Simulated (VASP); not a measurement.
Set up this calculation in VASP 6.6.1, as the native input.

- Task: single point
- Functional: PBE
- Potentials or basis: VASP PAW PBE potentials, release 64 (B, Pt, Cl)
- Cutoff: 520 eV
- k mesh: 6 × 6 × 6
- Occupations: gaussian, width 0.1 eV
- Spin: no spin polarisation
- Dipole correction: no
- Further INCAR settings: ALGO = Normal; EDIFF = 1e-06; NBANDS = 24

The structure of B2Pt2Cl lies in POSCAR:

```
B2Pt2Cl
1.0
   -1.6396533588      1.6396533588      6.7171847430
    1.6396533588     -1.6396533588      6.7171847430
    1.6396533588      1.6396533588     -6.7171847430
B Pt Cl
2 2 1
Direct
    0.7500000000      0.2500000000      0.5000000000
    0.2500000000      0.7500000000      0.5000000000
    0.3482822261      0.3482822261      0.0000000000
    0.6517177739      0.6517177739      0.0000000000
    0.0000000000      0.0000000000      0.0000000000
```

The cell was built from a structure type or drawn by symmetry, and may not be a known phase.

The input as run:

INCAR

```
ALGO = Normal ; EDIFF = 1E-6
ENCUT = 520 ; GGA = PE
ISIF = 2 ; ISMEAR = 0
LASPH = T ; LCHARG = F
LREAL = F ; LWAVE = F
NBANDS = 24 ; NELM = 80
PREC = Accurate ; SIGMA = 0.1
```

KPOINTS

```
k-points
0
Gamma
  6 6 6
```

Potentials or basis: VASP PAW PBE potentials, release 64 (B, Pt, Cl).

Run with:

```sh
$ cat potpaw_PBE.64/B/POTCAR potpaw_PBE.64/Pt/POTCAR potpaw_PBE.64/Cl/POTCAR > POTCAR
$ mpirun -np 1 vasp_std > vasp.out
```

It gave:

| Property | Result |
| --- | --- |
| Pressure | 0.1 GPa |
| Largest force | 0.038 eV/Å |
| Band gap on the k mesh | zero (an odd number of electrons rules out a gap without spin polarisation) |

Caveat: spin-orbit coupling is left out, which moves the levels of the heavy elements; an odd number of electrons without spin polarisation forces a metal; a magnetic or distorted state may lie lower.

Wall time 3.5 min on 1 thread of Intel(R) Xeon(R) Platinum 8375C CPU @ 2.90GHz (Ice Lake), with other jobs on the host, peak memory 0.4 GiB.
